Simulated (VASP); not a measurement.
# Ir (I4/mmm) in VASP: a series of runs

The runs below take Ir through single point, with r2SCAN.

All numbers are computed with VASP 6.6.1; they aren't measurements. Logs are shortened: lines on timing, memory, paths and dates and some standing lists are left out, and cuts for length are marked.

### Step 1. The cell of the first run

It takes space group I4/mmm (No. 139, tetragonal). Conventional cell: a = 2.488 Å, b = 2.488 Å, c = 4.573 Å, α = 90.00°, β = 90.00°, γ = 90.00°. Ir (site symmetry 4/mmm) has 12 Ir at 2.49 to 2.88 Å within 3.3 Å.

### Step 2. Single point, r2SCAN

Input file POSCAR:

```
Ir
1.0
    0.0000000000      1.7589449499      2.2866284348
    1.7589449499      0.0000000000      2.2866284348
    1.7589449499      1.7589449499      0.0000000000
Ir
1
Direct
    0.0000000000      0.0000000000      0.0000000000
```

Input file INCAR.step1:

```
SYSTEM = Ir
ALGO = Normal
EDIFF = 1E-4
ENCUT = 520
GGA = PE
ISMEAR = 0
LASPH = .True.
LCHARG = .False.
LREAL = .False.
LWAVE = .True.
NBANDS = 10
NELM = 100
PREC = Accurate
SIGMA = 0.15
```

Input file INCAR.step2:

```
SYSTEM = Ir
ALGO = Normal
EDIFF = 1E-6
ENCUT = 520
ISIF = 2
ISMEAR = 0
ISTART = 1
LASPH = .True.
LCHARG = .False.
LMIXTAU = .True.
LREAL = .False.
LWAVE = .False.
METAGGA = R2SCAN
NBANDS = 10
NELM = 100
PREC = Accurate
SIGMA = 0.15
```

Input file KPOINTS:

```
k-points
0
Gamma
  24 24 24
  0 0 0
```

Potentials or basis: VASP PAW PBE potentials, release 64 (Ir).

On the command line:

```bash
$ cat potpaw_PBE.64/Ir/POTCAR > POTCAR
$ cp INCAR.step1 INCAR
$ mpirun -np 1 vasp_std > vasp.out
$ cp INCAR.step2 INCAR
$ mpirun -np 1 vasp_std > vasp.out
```

OUTCAR:

```text
SYSTEM = Ir
   EDIFF = 1E-6
   ENCUT = 520
   ISIF = 2
   ISMEAR = 0
   ISTART = 1
   LASPH = .True.
   LREAL = .False.
   METAGGA = R2SCAN
   NELM = 100
   PREC = Accurate

 ion  position               nearest neighbor table
   1  0.000  0.000  0.000-

  LATTYP: Found a body centered tetragonal cell.
 ALAT       =     2.4875238036
 C/A-ratio  =     1.8384776310

  Lattice vectors:

 A1 = (  -1.7589449499,   0.0000000000,   2.2866284348)
 A2 = (   1.7589449499,   0.0000000000,   2.2866284348)
 A3 = (   0.0000000000,   1.7589449499,  -2.2866284348)

Analysis of symmetry for initial positions (statically):
=====================================================================
 Subroutine PRICEL returns:
 Original cell was already a primitive cell.

 Routine SETGRP: Setting up the symmetry group for a
 body centered tetragonal supercell.

 Subroutine GETGRP returns: Found 16 space group operations
 (whereof 16 operations were pure point group operations)
 out of a pool of 16 trial point group operations.

The static configuration has the point symmetry D_4h.

Analysis of symmetry for dynamics (positions and initial velocities):
=====================================================================
 Subroutine PRICEL returns:
 Original cell was already a primitive cell.

 Routine SETGRP: Setting up the symmetry group for a
 body centered tetragonal supercell.

 Subroutine GETGRP returns: Found 16 space group operations
 (whereof 16 operations were pure point group operations)
 out of a pool of 16 trial point group operations.

The dynamic configuration has the point symmetry D_4h.

 Subroutine INISYM returns: Found 16 space group operations
 (whereof 16 operations are pure point group operations),
 and found     1 'primitive' translations

----------------------------------------------------------------------------------------

                                     Primitive cell

  volume of cell :      14.1491

  direct lattice vectors                    reciprocal lattice vectors
     0.000000000  1.758944950  2.286628435    -0.284261312  0.284261312  0.218662548
     1.758944950  0.000000000  2.286628435     0.284261312 -0.284261312  0.218662548
     1.758944950  1.758944950  0.000000000     0.284261312  0.284261312 -0.218662548

  length of vectors
     2.884884215  2.884884215  2.487523804     0.457626810  0.457626810  0.457626810

  position of ions in fractional coordinates (direct lattice)
     0.000000000  0.000000000  0.000000000

  ion indices of the primitive-cell ions
   primitive index   ion index
                 1           1

----------------------------------------------------------------------------------------

 KPOINTS: k-points

Automatic generation of k-mesh.
 Grid dimensions read from file:
 generate k-points for:   24   24   24

 Generating k-lattice:

  Cartesian coordinates                     Fractional coordinates (reciprocal lattice)
    -0.011844221  0.011844221  0.009110940     0.041666667  0.000000000  0.000000000
     0.011844221 -0.011844221  0.009110940     0.000000000  0.041666667  0.000000000
     0.011844221  0.011844221 -0.009110940     0.000000000  0.000000000  0.041666667

  Length of vectors
     0.019067784  0.019067784  0.019067784

  Shift w.r.t. Gamma in fractional coordinates (k-lattice)
     0.000000000  0.000000000  0.000000000

 Subroutine IBZKPT returns following result:
 ===========================================

 Found   1063 irreducible k-points:

 Following reciprocal coordinates:
            Coordinates               Weight
  0.000000  0.000000  0.000000      1.000000
  0.041667 -0.000000  0.000000      8.000000
  0.083333  0.000000  0.000000      8.000000
  0.125000 -0.000000  0.000000      8.000000
  0.166667  0.000000  0.000000      8.000000
  0.208333 -0.000000  0.000000      8.000000
[... 16 lines left out ...]
  0.416667  0.041667  0.000000      8.000000
  0.458333  0.041667  0.000000      8.000000
 [... further k-points ...]
   k-points           NKPTS =   1063   k-points in BZ     NKDIM =   1063   number of bands    NBANDS=     10
   number of dos      NEDOS =    301   number of ions     NIONS =      1
   total plane-waves  NPLWV =  11520
   dimension x,y,z NGX =    24 NGY =   24 NGZ =   20
   dimension x,y,z NGXF=    48 NGYF=   48 NGZF=   40
   ions per type =               1
   NGX,Y,Z   is equivalent  to a cutoff of  13.83, 13.83, 13.37 a.u.
   NGXF,Y,Z  is equivalent  to a cutoff of  27.66, 27.66, 26.73 a.u.
 SYSTEM =  Ir
   PREC   = accura    normal or accurate (medium, high low for compatibility)
   ISTART =      1    job   : 0-new  1-cont  2-samecut
   ICHARG =      0    charge: 1-file 2-atom 10-const
   ISPIN  =      1    spin polarized calculation?
   LNONCOLLINEAR =      F non collinear calculations
   LSORBIT =      F    spin-orbit coupling
   LASPH  =      T    aspherical Exc in radial PAW
   ENCUT  =  520.0 eV  38.22 Ry    6.18 a.u.   5.36  5.36  4.63*2*pi/ulx,y,z
   NELM   =    100;   NELMIN=  2; NELMDL=  0     # of ELM steps
   EDIFF  = 0.1E-05   stopping-criterion for ELM
   LREAL  =      F    real-space projection
   EDIFFG = 0.1E-04   stopping-criterion for IOM
   NSW    =      0    number of steps for IOM
   IBRION =     -1    ionic relax: 0-MD 1-quasi-New 2-CG
   NFREE  =      0    steps in history (QN), initial steepest desc. (CG)
   ISIF   =      2    stress and relaxation
   ISYM   =      2    0-nonsym 1-usesym 2-fastsym
   POTIM  = 0.5000    time-step for ionic-motion
   TEBEG  =    0.0;   TEEND  =   0.0 temperature during run
   PSTRESS=    0.0 pullay stress
   NELECT =       9.0000    total number of electrons
   NUPDOWN=      -1.0000    fix difference up-down
   EMIN   =  10.00;   EMAX   =-10.00  energy-range for DOS
   EFERMI =   0.00;   METHOD = LEGACY
   ISMEAR =     0;   SIGMA  =   0.15  broadening in eV -4-tet -1-fermi 0-gaus
   EFERMI_NEDOS =   21; number of points for ismear=-14 and -15
   IALGO  =     38    algorithm
   IMIX   =      4    mixing-type and parameters
     AMIX     =   0.40;   BMIX     =  1.00
     AMIX_MAG =   1.60;   BMIX_MAG =  1.00
  volume/ion in A,a.u.               =      14.15        95.48
  Fermi-wavevector in a.u.,A,eV,Ry     =   1.407923  2.660589 26.970118  1.982248
  Thomas-Fermi vector in A             =   2.530133
   LORBIT       =      0    0 simple, 1 ext, 2 COOP (PROOUT), +10 PAW based schemes
   METAGGA = R2SCAN    functional components
   LHFCALC =     F    Hartree Fock is set to
   AEXX    =    0.0000 exact exchange contribution
   IVDW    =     0    specifies the selected vdW correction
   LEPSILON=     F    determine dielectric tensor
   LRPA    =     F    only Hartree local field effects (RPA)
 non-spin polarized calculation
 Gauss-broadening in eV      SIGMA  =   0.15
  energy-cutoff  :      520.00
  volume of cell :       14.15
 maximum number of plane-waves:       413
 NGX is ok and might be reduce to    24
   NGX = 11   NGY = 11   NGZ =  9

 number of electron       9.0000000 magnetization

 Free energy of the ion-electron system (eV)
  ---------------------------------------------------
  ext. energy  EPLUGINS =         0.00000000
  ---------------------------------------------------
  free energy    TOTEN  =       -51.64403941 eV

  energy without entropy =      -51.63083523  energy(sigma->0) =      -51.63743732

 E-fermi :  10.0959     XC(G=0): -15.2737

 val. band max:       10.0948586090   @ k =  -0.2083   0.0000   0.0417
 cond. band min:      10.1007353122   @ k =  -0.2500   0.3750   0.2500
 fundamental gap:      0.0058767032
 Fermi energy:        10.0958902617

 k-point     1 :       0.0000    0.0000    0.0000
  band No.  band energies     occupation
      1      -1.2878      2.00000
      2       3.8019      2.00000
      3       6.0816      2.00000
      4       7.9920      2.00000
      5       7.9920      2.00000
      6      11.1433      0.00000
      7      26.5148      0.00000
      8      26.5232      0.00000
      9      33.9473      0.00000
     10      33.9473      0.00000

 k-point     2 :       0.0417   -0.0000    0.0000
  band No.  band energies     occupation
      1      -1.2037      2.00000
      2       3.8465      2.00000
      3       6.1011      2.00000
      4       7.9170      2.00000
      5       8.0226      2.00000
      6      11.0816      0.00000
      7      26.5764      0.00000
      8      26.7004      0.00000
      9      33.3395      0.00000
     10      34.0994      0.00000

 k-point     3 :       0.0833    0.0000    0.0000
  band No.  band energies     occupation
      1      -0.9566      2.00000
      2       3.9744      2.00000
      3       6.1532      2.00000
      4       7.7226      2.00000
      5       8.1117      2.00000
      6      10.9059      0.00000
      7      26.7356      0.00000
      8      27.2014      0.00000
      9      32.1443      0.00000
     10      34.5400      0.00000

 k-point     4 :       0.1250   -0.0000    0.0000
  band No.  band energies     occupation
      1      -0.5642      2.00000
      2       4.1694      2.00000
      3       6.2003      2.00000
      4       7.5125      2.00000
      5       8.2502      2.00000
      6      10.6435      0.00000
      7      26.9363      0.00000
      8      27.8623      0.00000
      9      30.9709      0.00000
     10      35.2207      0.00000

 k-point     5 :       0.1667    0.0000    0.0000
  band No.  band energies     occupation
      1      -0.0588      2.00000
      2       4.4086      2.00000
      3       6.1372      2.00000
      4       7.4819      2.00000
      5       8.4183      2.00000
      6      10.3374      0.02276
      7      27.0252      0.00000
      8      28.1294      0.00000
      9      30.4282      0.00000
     10      34.8284      0.00000

 k-point     6 :       0.2083   -0.0000    0.0000
  band No.  band energies     occupation
      1       0.5072      2.00000
      2       4.6630      2.00000
      3       5.9370      2.00000
      4       7.7629      2.00000
      5       8.5739      2.00000
      6      10.0529      1.31499
      7      26.6351      0.00000
      8      27.5623      0.00000
      9      30.9677      0.00000
     10      33.9875      0.00000
[... 183 lines left out ...]
 k-point    21 :       0.3333    0.0417    0.0000
  band No.  band energies     occupation
      1       1.6790      2.00000
      2       4.6723      2.00000
      3       6.3246      2.00000
      4       8.5257      2.00000
      5       9.3164      2.00000
      6      10.2113      0.27635
      7      23.2502      0.00000
      8      25.4143      0.00000
      9      33.4536      0.00000
     10      34.3924      0.00000

 k-point    22 :       0.3750    0.0417    0.0000
  band No.  band energies     occupation
      1       1.8817      2.00000
      2       4.5411      2.00000
      3       7.1881      2.00000
      4       8.3059      2.00000
      5       9.9701      1.76425
      6      10.3729      0.00901
      7      21.6758      0.00000
      8      24.6928      0.00000
      9      33.3795      0.00000
     10      34.9653      0.00000

 k-point    23 :       0.4167    0.0417    0.0000
  band No.  band energies     occupation
      1       1.9611      2.00000
      2       4.4511      2.00000
      3       8.0921      2.00000
      4       8.1624      2.00000
      5      10.5359      0.00003
      6      10.5791      0.00001
      7      20.3017      0.00000
      8      24.0606      0.00000
      9      32.6313      0.00000
     10      34.5244      0.00000

 k-point    24 :       0.4583    0.0417    0.0000
  band No.  band energies     occupation
      1       1.9759      2.00000
      2       4.4109      2.00000
      3       7.9237      2.00000
      4       9.0267      2.00000
      5      10.6509      0.00000
      6      11.0778      0.00000
      7      19.2718      0.00000
      8      23.5709      0.00000
      9      31.8001      0.00000
     10      34.2413      0.00000

 [... further k-points ...]
[... 5 lines left out ...]
  --------------------------------------------------------------------------------------
  -------------------------------------------------------------------------------------
  Total        4.5051662      4.5051662     -2.8056388      0.0000000      0.0000000      0.0000000
  in kB      510.1422684    510.1422684   -317.6963639      0.0000000      0.0000000      0.0000000
  external PRESSURE =     234.1960576 kB  Pullay stress =       0.0000000 kB

 VOLUME and BASIS-vectors are now :
 -----------------------------------------------------------------------------
  energy-cutoff  :      520.00
  volume of cell :       14.15
      direct lattice vectors                 reciprocal lattice vectors
     0.000000000  1.758944950  2.286628435    -0.284261312  0.284261312  0.218662548
     1.758944950  0.000000000  2.286628435     0.284261312 -0.284261312  0.218662548
     1.758944950  1.758944950  0.000000000     0.284261312  0.284261312 -0.218662548

 POSITION                                       TOTAL-FORCE (eV/Angst)
 -----------------------------------------------------------------------------------
      0.00000      0.00000      0.00000         0.000000      0.000000      0.000000
 -----------------------------------------------------------------------------------
    total drift:                                0.000000      0.000000     -0.000000

  FREE ENERGIE OF THE ION-ELECTRON SYSTEM (eV)
  ---------------------------------------------------
  free  energy   TOTEN  =       -51.6440394139 eV

  energy  without entropy=      -51.6308352255  energy(sigma->0) =      -51.63743732
```

Wall time 5.1 min (1 thread of Intel Xeon 6975P-C, shared host); peak memory 0.29 GiB.

Results:

```yaml
Free_energy: -51.6440 eV
Pressure: 23.4 GPa
```

Caveat: the PAW data sets were made with another functional, which shifts forces and pressure a little; spin-orbit coupling is left out, which moves the levels of the heavy elements.

(Part 1 of 2 ends here.)
